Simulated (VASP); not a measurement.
In4Bi3P:

```
CELL_PARAMETERS angstrom
6.54088 0.00000 0.00000
0.00000 6.54088 0.00000
0.00000 0.00000 6.54088
ATOMIC_POSITIONS crystal
P 0.00000 0.00000 0.00000
In 0.76689 0.76689 0.76689
In 0.23311 0.23311 0.76689
In 0.23311 0.76689 0.23311
In 0.76689 0.23311 0.23311
Bi 0.50000 0.50000 0.00000
Bi 0.50000 0.00000 0.50000
Bi 0.00000 0.50000 0.50000
```

Base run:

- Program: VASP 6.6.1
- Functional: PBE
- Potentials or basis: VASP PAW PBE potentials, release 64 (P, In_d, Bi_d)
- Cutoff: 520 eV
- k mesh: 4 × 4 × 4
- Occupations: fermi-dirac, width 0.02 eV
- Spin: no spin polarisation

Its results: band gap on the k mesh zero (bands 51 and 52 overlap by 0.18 eV); pressure 1.4 GPa; largest force 0.070 eV/Å.

Task: The run is repeated on the same cell with these changes: functional from PBE to r2SCAN; further incar settings from ALGO = Normal; EDIFF = 1e-06; NBANDS = 61 to ALGO = Normal; EDIFF = 1e-07; NBANDS = 61. What comes out?

Result: Band gap on the k mesh zero (filled and empty bands touch); pressure -0.1 GPa; largest force 0.011 eV/Å.

Caveats: spin-orbit coupling is left out, which moves the levels of the heavy elements; the PAW data sets were made with another functional, which shifts forces and pressure a little (at least some runs).
